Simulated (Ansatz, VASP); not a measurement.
# One calculation of BeSe4, two programs

```xyz
5
Lattice="3.9484 -4.2003 0.0000 3.9484 4.2003 0.0000 0.0000 0.0000 3.5132" Properties=species:S:1:pos:R:3 pbc="T T T"
Be    0.0000    0.0000    0.0000
Se    2.2085    0.0000    0.0000
Se    3.9484    2.6752    1.7566
Se    3.9484   -2.6752    1.7566
Se    5.6884    0.0000    0.0000
```

Change from the starting cell: species swapped into the OsCl4 type (Cmmm, No. 65).

Alike in both runs: task relaxation of cell and atoms; functional PBE; k mesh 4 × 4 × 6; occupations gaussian, width 0.1 eV; no spin polarisation.

|  | VASP | Ansatz |
| --- | --- | --- |
| version | VASP 6.6.1 | Ansatz 0.2.0 |
| potentials or method | VASP PAW PBE potentials, release 64 (Be, Se), cutoff 600 eV | scalar-relativistic, plane waves, PAW |
| valence electrons in the cell | 26 | 66 |

VASP gave:

```
gap on the k mesh at the Fermi level, each at its own relaxed structure (eV) : none
relaxed volume (Å³/atom)                                                     : 27.32
relaxed length of the cell vector where the two differ most in proportion (Å)              : 6.281
```

Question: Which values does Ansatz return?

Answer: gap on the k mesh at the Fermi level, each at its own relaxed structure (eV): none; relaxed volume (Å³/atom): 26.33; relaxed length of the cell vector where the two differ most in proportion (Å): 6.150.

A gap of «none» marks a metal or a gap that the smearing closes. VASP's potentials hold 26 valence electrons a cell and Ansatz's 66, so a difference there can come from the potentials and not from the codes.

Noted on VASP's run: the volume moved by over 15 % at a fixed basis, so the end points are rough.
